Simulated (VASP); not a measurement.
Te2Mo: single point with PBE+D3(BJ)

The system is Te2Mo, a slab with vacuum.

```xyz
6
Lattice="3.5039 0.0000 0.0000 -1.7519 3.0345 0.0000 0.0000 0.0000 24.7677" Properties=species:S:1:pos:R:3 pbc="T T T"
Te    0.0000    2.0230    4.5000
Te    0.0000    2.0230    8.1339
Te    0.0000    2.0230   11.9639
Te    0.0000    2.0230   15.5977
Mo    1.7519    1.0115    6.3169
Mo    1.7519    1.0115   13.7808
```

```yaml
Program: VASP 6.6.1
Task: single point
Functional: PBE
Dispersion: D3(BJ)
Potentials_or_basis: VASP PAW PBE potentials, release 64 (Te, Mo_sv)
Cutoff: 520 eV
k_mesh: 9 × 9 × 1
Occupations: gaussian, width 0.05 eV
Spin: no spin polarisation
```

| Quantity | Value |
| --- | --- |
| Largest force | 0.070 eV/Å |
| Band gap on the k mesh | 1.11 eV, indirect (least direct gap 1.15 eV) |
| Dispersion energy per atom | -0.453 eV |

Forces in eV/Å, atoms in the order of the input:
```
Te   0.000  0.000 -0.003
Te   0.000  0.000 -0.070
Te   0.000  0.000  0.070
Te   0.000  0.000  0.003
Mo   0.000  0.000 -0.022
Mo   0.000  0.000  0.022
```

Levels at points of the mesh, in eV from the valence-band top:
| k point | band 22 | band 23 | band 24 | band 25 | band 26 | band 27 | band 28 | band 29 | band 30 | band 31 |
| --- | --- | --- | --- | --- | --- | --- | --- | --- | --- | --- |
| (0.00, 0.00, 0.00) | -0.86 | -0.85 | -0.85 | -0.74 | -0.24 | 3.11 | 3.11 | 3.21 | 3.21 | 3.41 |

It took 97 s on 1 thread of Intel(R) Xeon(R) 6975P-C (Granite Rapids) (shared host), peak memory 0.42 GiB.

Caveat: spin-orbit coupling is left out, which moves the levels of the heavy elements.
